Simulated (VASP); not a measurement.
Runs of VASP 6.6.1 on Ni. Symmetry: Fm-3m, No. 225, cubic system. Conventional cell: a = 3.556 Å, b = 3.556 Å, c = 3.556 Å, α = 90.00°, β = 90.00°, γ = 90.00°. Ni (site symmetry m-3m) has 12 Ni at 2.51 Å within 3.3 Å. 

```csv
spin,fixed moment (μB),pressure (GPa),moment (μB)
"collinear, ferromagnetic start",0.5,-22.0,0.50
collinear,0.125,(a),0.12
"collinear, ferromagnetic start",0.75,-21.0,0.75
"collinear, ferromagnetic start",0.875,-19.8,0.88
"collinear, ferromagnetic start",1.0,-18.6,1.00
"collinear, ferromagnetic start",0.25,-22.0,0.25
```

Alike in all rows: task single point; level LDA; potentials or basis VASP PAW LDA potentials, release 64 (Ni); cell as given; k mesh 24 × 24 × 24; cutoff (eV) 520; smearing gaussian 0.15 eV.

**Question.** Fill in the values left out.

**Answer.** (a) -22.4.

Caveats: the cell stands under tension; the total moment is fixed, so each spin has its own Fermi level and the state may be an excited one.
